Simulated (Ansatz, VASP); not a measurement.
# Two plane-wave programs on KNbMo3

Contents of INCAR:

```
SYSTEM = KNbMo3
PREC = Accurate ; ENCUT = 600
EDIFF = 1E-6 ; ISMEAR = 0
SIGMA = 0.1 ; LREAL = .False.
LASPH = .True. ; NELM = 100
ALGO = Normal ; ISIF = 3
LWAVE = .False. ; LCHARG = .False.
GGA = PE ; IBRION = 2
NSW = 90 ; EDIFFG = -0.04
```

File KPOINTS:

```
regular mesh
0
Gamma
  4 4 4
  0 0 0
```

File POSCAR:

```
KNbMo3
1.0
    4.3458009050      0.0000000000      0.0000000000
    0.0000000000      4.3458009050      0.0000000000
    0.0000000000      0.0000000000      4.4002595630
K Nb Mo
1 1 3
Direct
    0.0000000000      0.0000000000      0.0000000000
    0.5000000000      0.5000000000      0.5150000000
    0.5000000000      0.5000000000      0.9750000000
    0.0000000000      0.5000000000      0.4850000000
    0.5000000000      0.0000000000      0.4850000000
```

Input for Ansatz:

```yaml
crystal:
  lattice:
    - [4.345800905, 0.0, 0.0]
    - [0.0, 4.345800905, 0.0]
    - [0.0, 0.0, 4.400259563]
  atoms:
    - { symbol: K, position: [0.0, 0.0, 0.0] }
    - { symbol: Nb, position: [0.5, 0.5, 0.515] }
    - { symbol: Mo, position: [0.5, 0.5, 0.975] }
    - { symbol: Mo, position: [0.0, 0.5, 0.485] }
    - { symbol: Mo, position: [0.5, 0.0, 0.485] }
basis:
  ecutwfc: 420
kpoints:
  mp_grid: { grid: [4, 4, 4] }
hamiltonian:
  xc: pbe
scf:
  occupations: { method: gaussian, width: 0.1 }
  lower_state_search: "off"
output:
  forces: true
  stress: true
  eigenvalues: true
relax:
  adjacent_minimum: "off"
  f_tol: 0.04
  max_steps: 70
  cell: { stress_tol: 0.4 }
```

Alike in both runs: task relaxation of cell and atoms; functional PBE; k mesh 4 × 4 × 4; occupations gaussian, width 0.1 eV; no spin polarisation.

```csv
,VASP,Ansatz
version,VASP 6.6.1,Ansatz 0.2.0
potentials or method,"VASP PAW PBE potentials, release 64 (K_sv, Nb_sv, Mo_sv), cutoff 600 eV","scalar-relativistic, plane waves, PAW"
valence electrons in the cell,64,64
```

Ansatz gave:

```
gap on the k mesh at the Fermi level, each at its own relaxed structure (eV) : none
relaxed volume (Å³/atom)                                                     : 22.67
relaxed cell length with the largest relative difference (Å)                 : 6.571
```

Question: Estimate VASP's values.

Answer: gap on the k mesh at the Fermi level, each at its own relaxed structure (eV): none; relaxed volume (Å³/atom): 22.53; relaxed cell length with the largest relative difference (Å): 6.497.

A gap of «none» marks a metal or a gap that the smearing closes.

The k mesh is coarse, so the values compare programs but aren't converged. Noted on VASP's run: the volume moved by over 15 % at a fixed basis, so the end points are rough.
